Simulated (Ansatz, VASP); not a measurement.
# CaSn3Se4 in VASP and in Ansatz

Contents of INCAR:

```
SYSTEM = CaSn3Se4
PREC = Accurate ; ENCUT = 520
EDIFF = 1E-7 ; ISMEAR = -1
SIGMA = 0.02 ; LREAL = .FALSE.
LASPH = .TRUE. ; NELM = 100
ALGO = Normal ; ISIF = 2
LWAVE = .FALSE. ; LCHARG = .TRUE.
GGA = PE ; LELF = .TRUE.
LVHAR = .TRUE. ; NBANDS = 48
```

File KPOINTS:

```
regular mesh
0
G
  4 4 4
  0 0 0
```

File POSCAR:

```
CaSn3Se4
1.0
    5.9185038192      0.0000000000      0.0000000000
    0.0000000000      5.9185038192      0.0000000000
    0.0000000000      0.0000000000      5.9185038192
Sn Se Ca
3 4 1
Direct
    0.5000000000      0.0000000000      0.0000000000
    0.0000000000      0.5000000000      0.0000000000
    0.0000000000      0.0000000000      0.5000000000
    0.0000000000      0.5000000000      0.5000000000
    0.5000000000      0.0000000000      0.5000000000
    0.5000000000      0.5000000000      0.0000000000
    0.0000000000      0.0000000000      0.0000000000
    0.5000000000      0.5000000000      0.5000000000
```

Input for Ansatz:

```yaml
crystal:
  lattice:
    - [5.9185038192, 0.0, 0.0]
    - [0.0, 5.9185038192, 0.0]
    - [0.0, 0.0, 5.9185038192]
  atoms:
    - { symbol: Sn, position: [0.5, 0.0, 0.0] }
    - { symbol: Se, position: [0.0, 0.5, 0.5] }
    - { symbol: Sn, position: [0.0, 0.5, 0.0] }
    - { symbol: Se, position: [0.5, 0.0, 0.5] }
    - { symbol: Sn, position: [0.0, 0.0, 0.5] }
    - { symbol: Se, position: [0.5, 0.5, 0.0] }
    - { symbol: Ca, position: [0.5, 0.5, 0.5] }
    - { symbol: Se, position: [0.0, 0.0, 0.0] }
kpoints:
  mp_grid: { grid: [4, 4, 4] }
hamiltonian:
  xc: pbe
scf:
  occupations: { method: fermi_dirac, width: 0.02 }
  n_extra_bands: 6
output:
  forces: true
  stress: true
  eigenvalues: true
```

Alike in both runs: task single point; functional PBE; k mesh 4 × 4 × 4; occupations fermi-dirac, width 0.02 eV; no spin polarisation.

|  | VASP | Ansatz |
| --- | --- | --- |
| version | VASP 6.6.1 | Ansatz 0.2.0 |
| potentials or method | VASP PAW PBE potentials, release 64 (Sn_d, Se, Ca_sv) | plane waves, PAW |
| plane-wave cutoff (eV) | 520 | 420 |
| valence electrons in the cell | 76 | 116 |

```tsv
	VASP	Ansatz	Ansatz less VASP
pressure (GPa)	3.5	3.4	-0.05
```

The functional is the same, so the differences come from potentials, cutoffs and numerics. VASP's potentials hold 76 valence electrons a cell and Ansatz's 116, so a difference there can come from the potentials and not from the codes.
